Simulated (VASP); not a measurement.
Here is a VASP 6.6.1 calculation.

The input INCAR:

```
ALGO = Normal ; EDIFF = 1E-6
ENCUT = 520 ; GGA = PS
ISIF = 2 ; ISMEAR = -1
LASPH = True ; LCHARG = True
LELF = True ; LREAL = False
LVHAR = True ; LWAVE = False
NBANDS = 16 ; NELM = 100
PREC = Accurate ; SIGMA = 0.1
```

The input KPOINTS:

```
k-points
0
Gamma
  15 15 8
```

File POSCAR:

```
Ir
1.0
    2.7191415113      0.0000000000      0.0000000000
   -1.3595707557      2.3548456253      0.0000000000
    0.0000000000      0.0000000000      4.4130191885
Ir
2
Direct
    0.3333333333      0.6666666667      0.2500000000
    0.6666666667      0.3333333333      0.7500000000
```

Potentials or basis: VASP PAW PBE potentials, release 64 (Ir).

Command:

```sh
$ cat potpaw_PBE.64/Ir/POTCAR > POTCAR
$ mpirun -np 1 vasp_std > vasp.out
```

Estimate the pressure.

0.8 GPa.

Predict the band gap on the k mesh.

zero (band 9 reaches 11.38 eV, above the bottom of band 10 at 8.06 eV).

Stress tensor (GPa, compression positive):
```
0.92 0.00 0.00
0.00 0.92 0.00
0.00 0.00 0.62
```

Caveat: the PAW data sets were made with another functional, which shifts forces and pressure a little; spin-orbit coupling is left out, which moves the levels of the heavy elements.
